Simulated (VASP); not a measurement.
# TaRu4 (P6_3/mmc) in VASP: notebook

TaRu4 is run at these levels: PBE; tasks: single point, relaxation of cell and atoms.

All numbers are computed with VASP 6.6.1; they aren't measurements. Logs are shortened: lines on timing, memory, paths and dates and some standing lists are left out, and cuts for length are marked.

## 1. The cell of the first run

It takes space group P6_3/mmc (No. 194, hexagonal). The conventional cell has a = 2.765 Å, b = 2.765 Å, c = 22.201 Å, α = 90.00°, β = 90.00°, γ = 120.00°. Within 3.6 Å of Ta (site symmetry -6m2) lie 6 Ta at 2.76 Å and 6 Ru at 2.86 Å. Within 3.5 Å of Ru (site symmetry 3m) lie 9 Ru at 2.66 to 2.76 Å and 3 Ta at 2.86 Å. Ru (site symmetry 3m) has 12 Ru at 2.64 to 2.76 Å within 3.5 Å.

## 2. Single point, PBE

Input file INCAR:

```
ALGO     = Fast           # electronic algorithm
EDIFF    = 1E-7           # SCF threshold, eV
ENCUT    = 520            # plane-wave cutoff, eV
GGA      = PE             # functional
ISIF     = 2              # what is computed and relaxed
ISMEAR   = 0              # smearing method
LASPH    = T              # aspherical terms in the spheres
LCHARG   = F              # write CHGCAR
LREAL    = F              # projectors in reciprocal space
LWAVE    = F              # write WAVECAR
NBANDS   = 78             # bands
NELM     = 100            # most SCF steps
PREC     = Accurate       # precision mode
SIGMA    = 0.1            # smearing width, eV
```

Input file KPOINTS:

```
k-points
0
Gamma
  6 6 1
```

Input file POSCAR:

```
TaRu4
1.0
    2.7648524286      0.0000000000      0.0000000000
   -1.3824262143      2.3944324409      0.0000000000
    0.0000000000      0.0000000000     22.2014931223
Ta Ru
2 8
Direct
    0.3333333333      0.6666666667      0.2500000000
    0.6666666667      0.3333333333      0.7500000000
    0.3333333333      0.6666666667      0.8568315857
    0.3333333333      0.6666666667      0.0474356646
    0.3333333333      0.6666666667      0.4525643354
    0.3333333333      0.6666666667      0.6431684143
    0.6666666667      0.3333333333      0.9525643354
    0.6666666667      0.3333333333      0.1431684143
    0.6666666667      0.3333333333      0.3568315857
    0.6666666667      0.3333333333      0.5474356646
```

Potentials or basis: VASP PAW PBE potentials, release 64 (Ta_pv, Ru_pv).

On the command line:

```bash
cat potpaw_PBE.64/Ta_pv/POTCAR potpaw_PBE.64/Ru_pv/POTCAR > POTCAR
mpirun -np 1 vasp_std > vasp.out
```

OUTCAR:

```text
EDIFF = 1E-7
   ENCUT = 520
   GGA = PE
   ISIF = 2
   ISMEAR = 0
   LASPH = T
   LREAL = F
   NELM = 100
   PREC = Accurate

 ion  position               nearest neighbor table
   1  0.333  0.667  0.250-   8 2.86   9 2.86   8 2.86   9 2.86   8 2.86   9 2.86
   2  0.667  0.333  0.750-   3 2.86   6 2.86   3 2.86   6 2.86   3 2.86   6 2.86
   3  0.333  0.667  0.857-   7 2.66   7 2.66   7 2.66   2 2.86   2 2.86   2 2.86
   4  0.333  0.667  0.047-   7 2.64   7 2.64   7 2.64   8 2.66   8 2.66   8 2.66
   5  0.333  0.667  0.453-  10 2.64  10 2.64  10 2.64   9 2.66   9 2.66   9 2.66
   6  0.333  0.667  0.643-  10 2.66  10 2.66  10 2.66   2 2.86   2 2.86   2 2.86
   7  0.667  0.333  0.953-   4 2.64   4 2.64   4 2.64   3 2.66   3 2.66   3 2.66
   8  0.667  0.333  0.143-   4 2.66   4 2.66   4 2.66   1 2.86   1 2.86   1 2.86
   9  0.667  0.333  0.357-   5 2.66   5 2.66   5 2.66   1 2.86   1 2.86   1 2.86
  10  0.667  0.333  0.547-   5 2.64   5 2.64   5 2.64   6 2.66   6 2.66   6 2.66

  LATTYP: Found a hexagonal cell.
 ALAT       =     2.7648524286
 C/A-ratio  =     8.0299016659

  Lattice vectors:

 A1 = (   2.7648524286,   0.0000000000,   0.0000000000)
 A2 = (  -1.3824262143,   2.3944324409,   0.0000000000)
 A3 = (   0.0000000000,   0.0000000000,  22.2014931223)

Analysis of symmetry for initial positions (statically):
=====================================================================
 Subroutine PRICEL returns:
 Original cell was already a primitive cell.

 Routine SETGRP: Setting up the symmetry group for a
 hexagonal supercell.

 Subroutine GETGRP returns: Found 24 space group operations
 (whereof 12 operations were pure point group operations)
 out of a pool of 24 trial point group operations.

The static configuration has the point symmetry D_3d.
 The point group associated with its full space group is D_6h.

Analysis of symmetry for dynamics (positions and initial velocities):
=====================================================================
 Subroutine PRICEL returns:
 Original cell was already a primitive cell.

 Routine SETGRP: Setting up the symmetry group for a
 hexagonal supercell.

 Subroutine GETGRP returns: Found 24 space group operations
 (whereof 12 operations were pure point group operations)
 out of a pool of 24 trial point group operations.

The dynamic configuration has the point symmetry D_3d.
 The point group associated with its full space group is D_6h.

 Subroutine INISYM returns: Found 24 space group operations
 (whereof 12 operations are pure point group operations),
 and found     1 'primitive' translations

----------------------------------------------------------------------------------------

                                     Primitive cell

  volume of cell :     146.9795

  direct lattice vectors                    reciprocal lattice vectors
     2.764852429  0.000000000  0.000000000     0.361682956  0.208817752  0.000000000
    -1.382426214  2.394432441  0.000000000     0.000000000  0.417635504  0.000000000
     0.000000000  0.000000000 22.201493122     0.000000000  0.000000000  0.045042016

  length of vectors
     2.764852429  2.764852429 22.201493122     0.417635504  0.417635504  0.045042016

  position of ions in fractional coordinates (direct lattice)
     0.333333333  0.666666667  0.250000000
     0.666666667  0.333333333  0.750000000
     0.333333333  0.666666667  0.856831586
     0.333333333  0.666666667  0.047435665
     0.333333333  0.666666667  0.452564335
     0.333333333  0.666666667  0.643168414
     0.666666667  0.333333333  0.952564335
     0.666666667  0.333333333  0.143168414
     0.666666667  0.333333333  0.356831586
     0.666666667  0.333333333  0.547435665

  ion indices of the primitive-cell ions
   primitive index   ion index
                 1           1
                 2           2
                 3           3
                 4           4
                 5           5
                 6           6
                 7           7
                 8           8
                 9           9
                10          10

----------------------------------------------------------------------------------------

 KPOINTS: k-points

Automatic generation of k-mesh.
 Grid dimensions read from file:
 generate k-points for:    6    6    1

 Generating k-lattice:

  Cartesian coordinates                     Fractional coordinates (reciprocal lattice)
     0.060280493  0.034802959  0.000000000     0.166666667  0.000000000  0.000000000
     0.000000000  0.069605917  0.000000000     0.000000000  0.166666667  0.000000000
     0.000000000  0.000000000  0.045042016     0.000000000  0.000000000  1.000000000

  Length of vectors
     0.069605917  0.069605917  0.045042016

  Shift w.r.t. Gamma in fractional coordinates (k-lattice)
     0.000000000  0.000000000  0.000000000

 Subroutine IBZKPT returns following result:
 ===========================================

 Found      7 irreducible k-points:

 Following reciprocal coordinates:
            Coordinates               Weight
  0.000000  0.000000  0.000000      1.000000
  0.166667 -0.000000  0.000000      6.000000
  0.333333  0.000000  0.000000      6.000000
  0.500000  0.000000  0.000000      3.000000
  0.166667  0.166667  0.000000      6.000000
  0.333333  0.166667  0.000000     12.000000
  0.333333  0.333333  0.000000      2.000000
   k-points           NKPTS =      7   k-points in BZ     NKDIM =      7   number of bands    NBANDS=     78
   number of dos      NEDOS =    301   number of ions     NIONS =     10
   total plane-waves  NPLWV =  96768
   dimension x,y,z NGX =    24 NGY =   24 NGZ =  168
   dimension x,y,z NGXF=    48 NGYF=   48 NGZF=  336
   ions per type =               2   8
   NGX,Y,Z   is equivalent  to a cutoff of  14.43, 14.43, 12.58 a.u.
   NGXF,Y,Z  is equivalent  to a cutoff of  28.86, 28.86, 25.16 a.u.
 SYSTEM =  unknown system
   PREC   = accura    normal or accurate (medium, high low for compatibility)
   ISTART =      0    job   : 0-new  1-cont  2-samecut
   ICHARG =      2    charge: 1-file 2-atom 10-const
   ISPIN  =      1    spin polarized calculation?
   LNONCOLLINEAR =      F non collinear calculations
   LSORBIT =      F    spin-orbit coupling
   LASPH  =      T    aspherical Exc in radial PAW
   ENCUT  =  520.0 eV  38.22 Ry    6.18 a.u.   5.14  5.14 41.28*2*pi/ulx,y,z
   NELM   =    100;   NELMIN=  2; NELMDL= -5     # of ELM steps
   EDIFF  = 0.1E-06   stopping-criterion for ELM
   LREAL  =      F    real-space projection
   EDIFFG = 0.1E-05   stopping-criterion for IOM
   NSW    =      0    number of steps for IOM
   IBRION =     -1    ionic relax: 0-MD 1-quasi-New 2-CG
   NFREE  =      0    steps in history (QN), initial steepest desc. (CG)
   ISIF   =      2    stress and relaxation
   ISYM   =      2    0-nonsym 1-usesym 2-fastsym
   POTIM  = 0.5000    time-step for ionic-motion
   TEBEG  =    0.0;   TEEND  =   0.0 temperature during run
   PSTRESS=    0.0 pullay stress
   NELECT =     134.0000    total number of electrons
   NUPDOWN=      -1.0000    fix difference up-down
   EMIN   =  10.00;   EMAX   =-10.00  energy-range for DOS
   EFERMI =   0.00;   METHOD = LEGACY
   ISMEAR =     0;   SIGMA  =   0.10  broadening in eV -4-tet -1-fermi 0-gaus
   EFERMI_NEDOS =   21; number of points for ismear=-14 and -15
   IALGO  =     68    algorithm
   IMIX   =      4    mixing-type and parameters
     AMIX     =   0.40;   BMIX     =  1.00
     AMIX_MAG =   1.60;   BMIX_MAG =  1.00
  volume/ion in A,a.u.               =      14.70        99.19
  Fermi-wavevector in a.u.,A,eV,Ry     =   1.587416  2.999782 34.285195  2.519891
  Thomas-Fermi vector in A             =   2.686577
   LORBIT       =      0    0 simple, 1 ext, 2 COOP (PROOUT), +10 PAW based schemes
   GGA     = PE    functional components
   LHFCALC =     F    Hartree Fock is set to
   AEXX    =    0.0000 exact exchange contribution
   IVDW    =     0    specifies the selected vdW correction
   LEPSILON=     F    determine dielectric tensor
   LRPA    =     F    only Hartree local field effects (RPA)
 non-spin polarized calculation
 RMM-DIIS sequential band-by-band and
 Gauss-broadening in eV      SIGMA  =   0.10
  energy-cutoff  :      520.00
  volume of cell :      146.98
 maximum number of plane-waves:      3980
 NGX is ok and might be reduce to    24
   NGX = 11   NGY = 11   NGZ = 83

 number of electron     133.9999980 magnetization

 Free energy of the ion-electron system (eV)
  ---------------------------------------------------
  ext. energy  EPLUGINS =         0.00000000
  ---------------------------------------------------
  free energy    TOTEN  =       -97.04359768 eV

  energy without entropy =      -96.99491156  energy(sigma->0) =      -97.01925462

 E-fermi :  10.7399     XC(G=0): -13.6484

 val. band max:       10.7262741013   @ k =   0.1667   0.1667   0.0000
 cond. band min:      10.7740243169   @ k =   0.3333   0.1667   0.0000
 fundamental gap:      0.0477502156
 Fermi energy:        10.7398936540

 k-point     1 :       0.0000    0.0000    0.0000
  band No.  band energies     occupation
      1     -32.7147      2.00000
      2     -32.7140      2.00000
      3     -32.2805      2.00000
      4     -32.2776      2.00000
      5     -32.0206      2.00000
      6     -32.0206      2.00000
[... 70 lines left out ...]
     77      11.5148      0.00000
     78      11.9847      0.00000

 k-point     2 :       0.1667   -0.0000    0.0000
  band No.  band energies     occupation
      1     -32.6591      2.00000
      2     -32.6588      2.00000
      3     -32.3324      2.00000
      4     -32.3313      2.00000
      5     -32.1258      2.00000
      6     -32.1251      2.00000
[... 70 lines left out ...]
     77      11.3752      0.00000
     78      11.7255      0.00000

 k-point     3 :       0.3333    0.0000    0.0000
  band No.  band energies     occupation
      1     -32.6001      2.00000
      2     -32.6001      2.00000
      3     -32.5616      2.00000
      4     -32.5616      2.00000
      5     -32.3580      2.00000
      6     -32.3580      2.00000
[... 70 lines left out ...]
     77      12.1868      0.00000
     78      12.6042      0.00000

 k-point     4 :       0.5000    0.0000    0.0000
  band No.  band energies     occupation
      1     -32.7017      2.00000
      2     -32.7017      2.00000
      3     -32.6642      2.00000
      4     -32.6640      2.00000
      5     -32.3865      2.00000
      6     -32.3853      2.00000
[... 70 lines left out ...]
     77      13.2870      0.00000
     78      13.5606      0.00000

 k-point     5 :       0.1667    0.1667    0.0000
  band No.  band energies     occupation
      1     -32.5904      2.00000
      2     -32.5903      2.00000
      3     -32.4636      2.00000
      4     -32.4635      2.00000
      5     -32.3256      2.00000
      6     -32.3255      2.00000
[... 70 lines left out ...]
     77      11.8798      0.00000
     78      12.2991      0.00000

 k-point     6 :       0.3333    0.1667    0.0000
  band No.  band energies     occupation
      1     -32.6264      2.00000
      2     -32.6264      2.00000
      3     -32.6019      2.00000
      4     -32.6018      2.00000
      5     -32.3983      2.00000
      6     -32.3981      2.00000
[... 70 lines left out ...]
     77      13.2422      0.00000
     78      13.6074      0.00000

 k-point     7 :       0.3333    0.3333    0.0000
  band No.  band energies     occupation
      1     -32.5517      2.00000
      2     -32.5517      2.00000
      3     -32.5517      2.00000
      4     -32.5517      2.00000
      5     -32.4990      2.00000
      6     -32.4990      2.00000
[... 70 lines left out ...]
     77      12.7234      0.00000
     78      13.0267      0.00000

------------------------ aborting loop because EDIFF is reached ----------------------------------------

  FORCE on cell =-STRESS in cart. coord.  units (eV):
  Direction    XX          YY          ZZ          XY          YZ          ZX
  --------------------------------------------------------------------------------------
  -------------------------------------------------------------------------------------
  Total        0.0359298      0.0359298     -0.0789818     -0.0000000      0.0000000     -0.0000000
  in kB        0.3916600      0.3916600     -0.8609557     -0.0000000      0.0000000     -0.0000000
  external PRESSURE =      -0.0258786 kB  Pullay stress =       0.0000000 kB

 VOLUME and BASIS-vectors are now :
 -----------------------------------------------------------------------------
  energy-cutoff  :      520.00
  volume of cell :      146.98
      direct lattice vectors                 reciprocal lattice vectors
     2.764852429  0.000000000  0.000000000     0.361682956  0.208817752  0.000000000
    -1.382426214  2.394432441  0.000000000     0.000000000  0.417635504  0.000000000
     0.000000000  0.000000000 22.201493122     0.000000000  0.000000000  0.045042016

 POSITION                                       TOTAL-FORCE (eV/Angst)
 -----------------------------------------------------------------------------------
     -0.00000      1.59629      5.55037         0.000000     -0.000000      0.000000
      1.38243      0.79814     16.65112        -0.000000      0.000000      0.000000
     -0.00000      1.59629     19.02294        -0.000000     -0.000000      0.008217
     -0.00000      1.59629      1.05314        -0.000000     -0.000000      0.001225
     -0.00000      1.59629     10.04760         0.000000     -0.000000     -0.001225
     -0.00000      1.59629     14.27930        -0.000000      0.000000     -0.008217
      1.38243      0.79814     21.14835        -0.000000      0.000000     -0.001225
      1.38243      0.79814      3.17855         0.000000      0.000000     -0.008217
      1.38243      0.79814      7.92219         0.000000     -0.000000      0.008217
      1.38243      0.79814     12.15389        -0.000000      0.000000      0.001225
 -----------------------------------------------------------------------------------
    total drift:                               -0.000000      0.000000     -0.000000

  FREE ENERGIE OF THE ION-ELECTRON SYSTEM (eV)
  ---------------------------------------------------
  free  energy   TOTEN  =       -97.0435976776 eV

  energy  without entropy=      -96.9949115632  energy(sigma->0) =      -97.01925462
```

Wall time 7.6 min (1 thread of Intel Xeon 8259CL, shared host); peak memory 0.33 GiB.

Results:

- Free energy: -97.0436 eV
- Pressure: 0.0 GPa
- Largest force: 0.008 eV/Å
- Band gap on the k mesh: zero (bands 67 and 68 overlap by 2.12 eV)

Forces in eV/Å, atoms in the order of the input:
```
Ta   0.000  0.000  0.000
Ta   0.000  0.000  0.000
Ru   0.000  0.000  0.008
Ru   0.000  0.000  0.001
Ru   0.000  0.000 -0.001
Ru   0.000  0.000 -0.008
Ru   0.000  0.000 -0.001
Ru   0.000  0.000 -0.008
Ru   0.000  0.000  0.008
Ru   0.000  0.000  0.001
```

Levels at points of the mesh, in eV from the Fermi level:
```tsv
k point	band 62	band 63	band 64	band 65	band 66	band 67	band 68	band 69	band 70	band 71
(0.00, 0.00, 0.00)	-1.63	-1.10	-1.03	-1.03	-0.99	-0.99	-0.24	-0.24	-0.23	-0.08
(0.50, 0.00, 0.00)	0.24	0.53	0.88	0.89	1.19	1.19	1.22	1.47	1.48	1.58
```

Caveat: the k points lie up to 0.44 Å⁻¹ apart, too coarse for converged energies and pressures of a metal; spin-orbit coupling is left out, which moves the levels of the heavy elements.

(Part 1 of 2 ends here.)
